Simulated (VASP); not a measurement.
# CdS (P6_3mc) in VASP: further runs, part 2 of 2

VASP 6.6.1.

## 4. Single point, LDA (atoms moved along the polar distortion)

File INCAR:

```
SYSTEM = CdS
PREC     = Accurate       ! precision mode
ENCUT    = 520            ! plane-wave cutoff, eV
EDIFF    = 1E-6           ! SCF threshold, eV
ISMEAR   = 0              ! smearing method
SIGMA    = 0.01           ! smearing width, eV
LREAL    = .False.        ! projectors in reciprocal space
LASPH    = .True.         ! aspherical terms in the spheres
NELM     = 80             ! most SCF steps
ALGO     = Normal         ! electronic algorithm
ISIF     = 2              ! what is computed and relaxed
LWAVE    = .False.        ! write WAVECAR
LCHARG   = .False.        ! write CHGCAR
NBANDS   = 26             ! bands
```

File KPOINTS:

```
Automatic mesh
0
Gamma
  9 9 4
  0 0 0
```

File POSCAR:

```
CdS
1.0
    4.0738866863      0.0000000000      0.0000000000
   -2.0369433432      3.5280893625      0.0000000000
    0.0000000000      0.0000000000      6.6385814430
Cd S
2 2
Direct
    0.3333333333      0.6666666667     -0.0460104781
    0.6666666667      0.3333333333      0.4539895219
    0.3333333333      0.6666666667      0.4230104781
    0.6666666667      0.3333333333      0.9230104781
```

Potentials or basis: VASP PAW LDA potentials, release 64 (Cd, S).

Launch:

```console
cat potpaw_LDA.64/Cd/POTCAR potpaw_LDA.64/S/POTCAR > POTCAR
mpirun -np 1 vasp_std > vasp.out
```

OUTCAR:

```text
SYSTEM = CdS
   PREC = Accurate
   ENCUT = 520
   EDIFF = 1E-6
   ISMEAR = 0
   LREAL = .False.
   LASPH = .True.
   NELM = 80
   ISIF = 2

 ion  position               nearest neighbor table
   1  0.333  0.667  0.954-   4 2.36   4 2.36   4 2.36   3 3.11
   2  0.667  0.333  0.454-   3 2.36   3 2.36   3 2.36   4 3.11
   3  0.333  0.667  0.423-   2 2.36   2 2.36   2 2.36   1 3.11
   4  0.667  0.333  0.923-   1 2.36   1 2.36   1 2.36   2 3.11

  LATTYP: Found a hexagonal cell.
 ALAT       =     4.0738866863
 C/A-ratio  =     1.6295449418

  Lattice vectors:

 A1 = (   4.0738866863,   0.0000000000,   0.0000000000)
 A2 = (  -2.0369433432,   3.5280893625,   0.0000000000)
 A3 = (   0.0000000000,   0.0000000000,   6.6385814430)

Analysis of symmetry for initial positions (statically):
=====================================================================
 Subroutine PRICEL returns:
 Original cell was already a primitive cell.

 Routine SETGRP: Setting up the symmetry group for a
 hexagonal supercell.

 Subroutine GETGRP returns: Found 12 space group operations
 (whereof  6 operations were pure point group operations)
 out of a pool of 24 trial point group operations.

The static configuration has the point symmetry C_3v.
 The point group associated with its full space group is C_6v.

Analysis of symmetry for dynamics (positions and initial velocities):
=====================================================================
 Subroutine PRICEL returns:
 Original cell was already a primitive cell.

 Routine SETGRP: Setting up the symmetry group for a
 hexagonal supercell.

 Subroutine GETGRP returns: Found 12 space group operations
 (whereof  6 operations were pure point group operations)
 out of a pool of 24 trial point group operations.

The dynamic configuration has the point symmetry C_3v.
 The point group associated with its full space group is C_6v.

 Subroutine INISYM returns: Found 12 space group operations
 (whereof  6 operations are pure point group operations),
 and found     1 'primitive' translations

----------------------------------------------------------------------------------------

                                     Primitive cell

  volume of cell :      95.4166

  direct lattice vectors                    reciprocal lattice vectors
     4.073886686  0.000000000  0.000000000     0.245465836  0.141719766  0.000000000
    -2.036943343  3.528089362  0.000000000     0.000000000  0.283439533  0.000000000
     0.000000000  0.000000000  6.638581443     0.000000000  0.000000000  0.150634591

  length of vectors
     4.073886686  4.073886686  6.638581443     0.283439533  0.283439533  0.150634591

  position of ions in fractional coordinates (direct lattice)
     0.333333333  0.666666667  0.953989522
     0.666666667  0.333333333  0.453989522
     0.333333333  0.666666667  0.423010478
     0.666666667  0.333333333  0.923010478

  ion indices of the primitive-cell ions
   primitive index   ion index
                 1           1
                 2           2
                 3           3
                 4           4

----------------------------------------------------------------------------------------

 KPOINTS: Automatic mesh

Automatic generation of k-mesh.
 Grid dimensions read from file:
 generate k-points for:    9    9    4

 Generating k-lattice:

  Cartesian coordinates                     Fractional coordinates (reciprocal lattice)
     0.027273982  0.015746641  0.000000000     0.111111111  0.000000000  0.000000000
     0.000000000  0.031493281  0.000000000     0.000000000  0.111111111  0.000000000
     0.000000000  0.000000000  0.037658648     0.000000000  0.000000000  0.250000000

  Length of vectors
     0.031493281  0.031493281  0.037658648

  Shift w.r.t. Gamma in fractional coordinates (k-lattice)
     0.000000000  0.000000000  0.000000000

 Subroutine IBZKPT returns following result:
 ===========================================

 Found     36 irreducible k-points:

 Following reciprocal coordinates:
            Coordinates               Weight
  0.000000  0.000000  0.000000      1.000000
  0.111111 -0.000000  0.000000      6.000000
  0.222222 -0.000000  0.000000      6.000000
  0.333333 -0.000000  0.000000      6.000000
  0.444444 -0.000000  0.000000      6.000000
  0.111111  0.111111  0.000000      6.000000
[... 16 lines left out ...]
  0.333333  0.222222  0.250000     24.000000
  0.333333  0.333333  0.250000      4.000000
 [... further k-points ...]
   k-points           NKPTS =     36   k-points in BZ     NKDIM =     36   number of bands    NBANDS=     26
   number of dos      NEDOS =    301   number of ions     NIONS =      4
   total plane-waves  NPLWV =  45000
   dimension x,y,z NGX =    30 NGY =   30 NGZ =   50
   dimension x,y,z NGXF=    60 NGYF=   60 NGZF=  100
   ions per type =               2   2
   NGX,Y,Z   is equivalent  to a cutoff of  12.24, 12.24, 12.52 a.u.
   NGXF,Y,Z  is equivalent  to a cutoff of  24.48, 24.48, 25.04 a.u.
 SYSTEM =  CdS
   PREC   = accura    normal or accurate (medium, high low for compatibility)
   ISTART =      0    job   : 0-new  1-cont  2-samecut
   ICHARG =      2    charge: 1-file 2-atom 10-const
   ISPIN  =      1    spin polarized calculation?
   LNONCOLLINEAR =      F non collinear calculations
   LSORBIT =      F    spin-orbit coupling
   LASPH  =      T    aspherical Exc in radial PAW
   ENCUT  =  520.0 eV  38.22 Ry    6.18 a.u.   7.57  7.57 12.34*2*pi/ulx,y,z
   NELM   =     80;   NELMIN=  2; NELMDL= -5     # of ELM steps
   EDIFF  = 0.1E-05   stopping-criterion for ELM
   LREAL  =      F    real-space projection
   EDIFFG = 0.1E-04   stopping-criterion for IOM
   NSW    =      0    number of steps for IOM
   IBRION =     -1    ionic relax: 0-MD 1-quasi-New 2-CG
   NFREE  =      0    steps in history (QN), initial steepest desc. (CG)
   ISIF   =      2    stress and relaxation
   ISYM   =      2    0-nonsym 1-usesym 2-fastsym
   POTIM  = 0.5000    time-step for ionic-motion
   TEBEG  =    0.0;   TEEND  =   0.0 temperature during run
   PSTRESS=    0.0 pullay stress
   NELECT =      36.0000    total number of electrons
   NUPDOWN=      -1.0000    fix difference up-down
   EMIN   =  10.00;   EMAX   =-10.00  energy-range for DOS
   EFERMI =   0.00;   METHOD = LEGACY
   ISMEAR =     0;   SIGMA  =   0.01  broadening in eV -4-tet -1-fermi 0-gaus
   EFERMI_NEDOS =   21; number of points for ismear=-14 and -15
   IALGO  =     38    algorithm
   IMIX   =      4    mixing-type and parameters
     AMIX     =   0.40;   BMIX     =  1.00
     AMIX_MAG =   1.60;   BMIX_MAG =  1.00
  volume/ion in A,a.u.               =      23.85       160.98
  Fermi-wavevector in a.u.,A,eV,Ry     =   1.182954  2.235458 19.039712  1.399379
  Thomas-Fermi vector in A             =   2.319198
   LORBIT       =      0    0 simple, 1 ext, 2 COOP (PROOUT), +10 PAW based schemes
   GGA     = CA    functional components
   LHFCALC =     F    Hartree Fock is set to
   AEXX    =    0.0000 exact exchange contribution
   IVDW    =     0    specifies the selected vdW correction
   LEPSILON=     F    determine dielectric tensor
   LRPA    =     F    only Hartree local field effects (RPA)
 non-spin polarized calculation
 Gauss-broadening in eV      SIGMA  =   0.01
  energy-cutoff  :      520.00
  volume of cell :       95.42
 maximum number of plane-waves:      2599
   NGX = 15   NGY = 15   NGZ = 25

 number of electron      36.0000004 magnetization

 Free energy of the ion-electron system (eV)
  ---------------------------------------------------
  ext. energy  EPLUGINS =         0.00000000
  ---------------------------------------------------
  free energy    TOTEN  =       -14.06253971 eV

  energy without entropy =      -14.06253971  energy(sigma->0) =      -14.06253971

 E-fermi :   1.5360     XC(G=0):  -9.7400

 val. band max:        1.4445261504   @ k =   0.0000   0.0000   0.0000
 cond. band min:       2.7588596188   @ k =   0.0000   0.0000   0.0000
 fundamental gap:      1.3143334684
 Fermi energy:         1.5360053078

 k-point     1 :       0.0000    0.0000    0.0000
  band No.  band energies     occupation
      1     -11.3620      2.00000
      2     -10.9728      2.00000
      3      -6.8821      2.00000
      4      -6.8821      2.00000
      5      -6.8815      2.00000
      6      -6.8815      2.00000
[... 685 lines left out ...]
     25      10.7810      0.00000
     26      10.7819      0.00000

 [... further k-points ...]

------------------------ aborting loop because EDIFF is reached ----------------------------------------

  FORCE on cell =-STRESS in cart. coord.  units (eV):
  Direction    XX          YY          ZZ          XY          YZ          ZX
  --------------------------------------------------------------------------------------
  -------------------------------------------------------------------------------------
  Total        5.1858936      5.1858936     -2.1219505     -0.0000000      0.0000000      0.0000000
  in kB       87.0783861     87.0783861    -35.6305093     -0.0000000      0.0000000      0.0000000
  external PRESSURE =      46.1754210 kB  Pullay stress =       0.0000000 kB

 VOLUME and BASIS-vectors are now :
 -----------------------------------------------------------------------------
  energy-cutoff  :      520.00
  volume of cell :       95.42
      direct lattice vectors                 reciprocal lattice vectors
     4.073886686  0.000000000  0.000000000     0.245465836  0.141719766  0.000000000
    -2.036943343  3.528089362  0.000000000     0.000000000  0.283439533  0.000000000
     0.000000000  0.000000000  6.638581443     0.000000000  0.000000000  0.150634591

 POSITION                                       TOTAL-FORCE (eV/Angst)
 -----------------------------------------------------------------------------------
     -0.00000      2.35206      6.33314        -0.000000     -0.000000      0.485597
      2.03694      1.17603      3.01385        -0.000000      0.000000      0.485597
     -0.00000      2.35206      2.80819         0.000000      0.000000     -0.485597
      2.03694      1.17603      6.12748         0.000000      0.000000     -0.485597
 -----------------------------------------------------------------------------------
    total drift:                               -0.000000     -0.000000     -0.000779

  FREE ENERGIE OF THE ION-ELECTRON SYSTEM (eV)
  ---------------------------------------------------
  free  energy   TOTEN  =       -14.0625397084 eV

  energy  without entropy=      -14.0625397084  energy(sigma->0) =      -14.06253971
```

Run time: 80 s. Hardware: 1 thread of Intel Xeon 8259CL, shared host; peak memory 0.21 GiB.

What came out:

| Item | Value |
| --- | --- |
| Free energy | -14.0625 eV |
| Pressure | 4.6 GPa |
| Largest force | 0.486 eV/Å |
| Band gap on the k mesh | 1.31 eV |

Forces on the atoms (eV/Å):
```
Cd   0.000  0.000  0.486
Cd   0.000  0.000  0.486
S    0.000  0.000 -0.486
S    0.000  0.000 -0.486
```

Stress tensor (GPa, compression positive):
```
 8.71  0.00  0.00
 0.00  8.71  0.00
 0.00  0.00 -3.56
```

Caveat: the cell differs from its parent crystal (atoms moved along the polar distortion); the stress differs along the axes, from -4 to 9 GPa.

## 5. Overview

```csv
cell,gap on the mesh (eV),pressure (GPa),largest force (eV/Å)
"as given, atomic positions A",1.24,2.9,0.79
"as given, atomic positions B",1.28,3.8,0.69
"as given, atomic positions C",1.31,4.6,0.49
```

Alike in all rows: task single point; level LDA; potentials or basis VASP PAW LDA potentials, release 64 (Cd, S); no spin polarisation; k mesh 9 × 9 × 4; cutoff (eV) 520; smearing gaussian 0.01 eV.

Caveats: the stress differs along the axes, from -4 to 6 GPa (at least some runs); the stress differs along the axes, from -4 to 8 GPa (at least some runs); the stress differs along the axes, from -4 to 9 GPa (at least some runs).

Absolute energies hang on the potentials; compare differences alone.
